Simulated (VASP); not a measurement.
# BN (I-4m2) in VASP: further runs, part 2 of 2

VASP 6.6.1.

## Step 4: Single point, PBE (zz strain of -2 %)

The input, INCAR:

```
SYSTEM = BN
PREC = Accurate ; ENCUT = 520
EDIFF = 1E-6 ; ISMEAR = -1
SIGMA = 0.03 ; LREAL = .False.
LASPH = .True. ; NELM = 80
ALGO = Normal ; ISIF = 2
LWAVE = .False. ; LCHARG = .True.
GGA = PE ; LELF = .True.
LVHAR = .True. ; NBANDS = 11
```

The input, KPOINTS:

```
Automatic mesh
0
Gamma
  13 13 13
  0 0 0
```

The input, POSCAR:

```
BN
1.0
    0.0000000000      1.8075000000      1.7713500000
    1.8075000000      0.0000000000      1.7713500000
    1.8075000000      1.8075000000      0.0000000000
B N
1 1
Direct
    0.0000000000      0.0000000000      0.0000000000
    0.7500000000      0.7500000000      0.7500000000
```

On the command line:

```sh
cat potpaw_PBE.64/B/POTCAR potpaw_PBE.64/N/POTCAR > POTCAR
mpirun -np 1 vasp_std > vasp.out
```

Run time: 9.3 s. Hardware: 1 thread of Intel Xeon 6975P-C (Granite Rapids), shared host; peak memory 0.13 GiB.

The run converged. Its results:

- Free energy: -17.4326 eV
- Pressure: 11.4 GPa
- Band gap on the k mesh: 4.20 eV, indirect (least direct gap 8.69 eV)

Stress tensor (GPa, compression positive):
```
 7.27  0.00  0.00
 0.00  7.27  0.00
 0.00  0.00 19.57
```

Levels at points of the mesh, in eV from the valence-band top:
| k point | band 1 | band 2 | band 3 | band 4 | band 5 | band 6 | band 7 | band 8 |
| --- | --- | --- | --- | --- | --- | --- | --- | --- |
| (0.00, 0.00, 0.00) | -20.59 | -0.20 | -0.20 | 0.00 | 8.69 | 8.84 | 8.84 | 10.55 |

Caveat: the cell differs from its parent crystal (zz strain of -2 %). A k mesh can miss the band edges.

## Step 5: Single point, PBE (equal xx and yy strain of -1 %)

The input, INCAR:

```
SYSTEM = BN
  ALGO = Normal
  EDIFF = 1E-7
  ENCUT = 520
  GGA = PE
  ISIF = 2
  ISMEAR = -1
  LASPH = .True.
  LCHARG = .False.
  LREAL = .False.
  LWAVE = .False.
  NBANDS = 11
  NELM = 60
  PREC = Accurate
  SIGMA = 0.03
```

The input, KPOINTS:

```
k-points
0
Gamma
  13 13 13
  0 0 0
```

The input, POSCAR:

```
BN
1.0
    0.0000000000      1.7894250000      1.8075000000
    1.7894250000      0.0000000000      1.8075000000
    1.7894250000      1.7894250000      0.0000000000
B N
1 1
Direct
    0.0000000000      0.0000000000      0.0000000000
    0.7500000000      0.7500000000      0.7500000000
```

On the command line:

```sh
cat potpaw_PBE.64/B/POTCAR potpaw_PBE.64/N/POTCAR > POTCAR
mpirun -np 1 vasp_std > vasp.out
```

Run time: 9.9 s. Hardware: 1 thread of Intel Xeon 6975P-C (Granite Rapids), shared host; peak memory 0.13 GiB.

It converged, with:

```
Free energy            : -17.4372 eV
Pressure               : 11.3 GPa
Band gap on the k mesh : 4.47 eV, indirect (least direct gap 8.86 eV)
```

Stress tensor (GPa, compression positive):
```
13.46  0.00  0.00
 0.00 13.46  0.00
 0.00  0.00  7.07
```

Levels at points of the mesh, in eV from the valence-band top:
```tsv
k point	band 1	band 2	band 3	band 4	band 5	band 6	band 7	band 8	band 9
(0.00, 0.00, 0.00)	-20.50	-0.10	0.00	0.00	8.86	8.86	8.93	10.64	25.10
```

Caveat: the cell differs from its parent crystal (equal xx and yy strain of -1 %).

## Step 6: Single point, PBE (zz strain of +2 %)

The input, INCAR:

```
SYSTEM = BN
  PREC = Accurate
  ENCUT = 520
  EDIFF = 1E-7
  ISMEAR = -1
  SIGMA = 0.03
  LREAL = .FALSE.
  LASPH = .TRUE.
  NELM = 100
  ALGO = Normal
  ISIF = 2
  LWAVE = .FALSE.
  LCHARG = .FALSE.
  GGA = PE
  NBANDS = 11
```

The input, KPOINTS:

```
regular mesh
0
G
  13 13 13
  0 0 0
```

The input, POSCAR:

```
BN
1.0
    0.0000000000      1.8075000000      1.8436500000
    1.8075000000      0.0000000000      1.8436500000
    1.8075000000      1.8075000000      0.0000000000
B N
1 1
Direct
    0.0000000000      0.0000000000      0.0000000000
    0.7500000000      0.7500000000      0.7500000000
```

Potentials or basis: VASP PAW PBE potentials, release 64 (B, N).

On the command line:

```sh
cat potpaw_PBE.64/B/POTCAR potpaw_PBE.64/N/POTCAR > POTCAR
mpirun -np 1 vasp_std > vasp.out
```

OUTCAR:

```text
SYSTEM = BN
   PREC = Accurate
   ENCUT = 520
   EDIFF = 1E-7
   ISMEAR = -1
   LREAL = .FALSE.
   LASPH = .TRUE.
   NELM = 100
   ISIF = 2
   GGA = PE

 ion  position               nearest neighbor table
   1  0.000  0.000  0.000-   2 1.58   2 1.58   2 1.58   2 1.58
   2  0.750  0.750  0.750-   1 1.58   1 1.58   1 1.58   1 1.58

  LATTYP: Found a body centered tetragonal cell.
 ALAT       =     2.5561910140
 C/A-ratio  =     1.4424978336

  Lattice vectors:
[... 511 lines left out ...]
      3       3.7782      2.00000
      4       4.5455      2.00000
      5      16.1497      0.00000
      6      18.8684      0.00000
      7      19.5984      0.00000
      8      21.7600      0.00000
      9      27.7751      0.00000
     10      32.8661      0.00000
     11      34.9237      0.00000

 [... further k-points ...]
[... 5 lines left out ...]
  --------------------------------------------------------------------------------------
  -------------------------------------------------------------------------------------
  Total        0.0011540      0.0011540     -0.9229085      0.0000000      0.0000000      0.0000000
  in kB        0.1534732      0.1534732   -122.7450935      0.0000000      0.0000000      0.0000000
  external PRESSURE =     -40.8127157 kB  Pullay stress =       0.0000000 kB

 VOLUME and BASIS-vectors are now :
 -----------------------------------------------------------------------------
  energy-cutoff  :      520.00
  volume of cell :       12.05
      direct lattice vectors                 reciprocal lattice vectors
     0.000000000  1.807500000  1.843650000    -0.276625173  0.276625173  0.271201150
     1.807500000  0.000000000  1.843650000     0.276625173 -0.276625173  0.271201150
     1.807500000  1.807500000  0.000000000     0.276625173  0.276625173 -0.271201150

 POSITION                                       TOTAL-FORCE (eV/Angst)
 -----------------------------------------------------------------------------------
      0.00000      0.00000      0.00000         0.000000      0.000000     -0.000000
      2.71125      2.71125      2.76547        -0.000000     -0.000000      0.000000
 -----------------------------------------------------------------------------------
    total drift:                                0.000000      0.000000     -0.000001

  FREE ENERGIE OF THE ION-ELECTRON SYSTEM (eV)
  ---------------------------------------------------
  free  energy   TOTEN  =       -17.4434927617 eV

  energy  without entropy=      -17.4434927617  energy(sigma->0) =      -17.44349276
```

OSZICAR:

```text
N       E                     dE             d eps       ncg     rms          rms(c)
DAV:   1     0.108412470668E+02    0.10841E+02   -0.49659E+03  4438   0.721E+02
DAV:   2    -0.178290474562E+02   -0.28670E+02   -0.27732E+02  5301   0.165E+02
DAV:   3    -0.183778394147E+02   -0.54879E+00   -0.54796E+00  5056   0.195E+01
DAV:   4    -0.183785227170E+02   -0.68330E-03   -0.68329E-03  4615   0.770E-01
DAV:   5    -0.183785233471E+02   -0.63013E-06   -0.63009E-06  4954   0.233E-02    0.659E+00
DAV:   6    -0.175226225230E+02    0.85590E+00   -0.29706E+00  4537   0.985E+00    0.320E+00
DAV:   7    -0.174569387403E+02    0.65684E-01   -0.95615E-02  4807   0.258E+00    0.190E+00
DAV:   8    -0.174432369748E+02    0.13702E-01   -0.34654E-02  4735   0.135E+00    0.182E-01
DAV:   9    -0.174433972062E+02   -0.16023E-03   -0.99636E-04  4549   0.257E-01    0.817E-02
DAV:  10    -0.174434872645E+02   -0.90058E-04   -0.12484E-04  4719   0.955E-02    0.149E-02
DAV:  11    -0.174434927374E+02   -0.54729E-05   -0.97346E-06  4965   0.255E-02    0.106E-02
DAV:  12    -0.174434927689E+02   -0.31442E-07   -0.16672E-06  4795   0.877E-03    0.629E-04
DAV:  13    -0.174434927617E+02    0.72017E-08   -0.23053E-08  2318   0.149E-03
   1 F= -.17443493E+02 E0= -.17443493E+02  d E =-.123769E-11
```

Run time: 9.9 s. Hardware: 1 thread of Intel Xeon 6975P-C (Granite Rapids), shared host; peak memory 0.13 GiB.

What came out:

```
Free energy            : -17.4435 eV
Pressure               : -4.1 GPa
Band gap on the k mesh : 4.34 eV, indirect (least direct gap 8.62 eV)
```

Caveat: the cell differs from its parent crystal (zz strain of +2 %). A k mesh can miss the band edges.

## Step 7: Summary

| cell | gap on the mesh (eV) | pressure (GPa) |
| --- | --- | --- |
| a = 2.518, b = 2.518, c = 2.556 Å, angles 59.5, 59.5, 61.0°, 2 atoms | 4.03 | 15.7 |
| a = 2.543, b = 2.543, c = 2.556 Å, angles 59.8, 59.8, 60.3°, 2 atoms | 4.37 | 7.2 |
| a = 2.531, b = 2.531, c = 2.556 Å, angles 59.7, 59.7, 60.7°, 2 atoms | 4.20 | 11.4 |
| a = 2.543, b = 2.543, c = 2.531 Å, angles 60.2, 60.2, 59.7°, 2 atoms | 4.47 | 11.3 |
| a = 2.582, b = 2.582, c = 2.556 Å, angles 60.3, 60.3, 59.3°, 2 atoms | 4.34 | -4.1 |

Alike in all rows: task single point; level PBE; potentials or basis VASP PAW PBE potentials, release 64 (B, N); no spin polarisation; k mesh 13 × 13 × 13; cutoff (eV) 520; smearing fermi-dirac 0.03 eV.

Absolute energies hang on the potentials; compare differences alone.
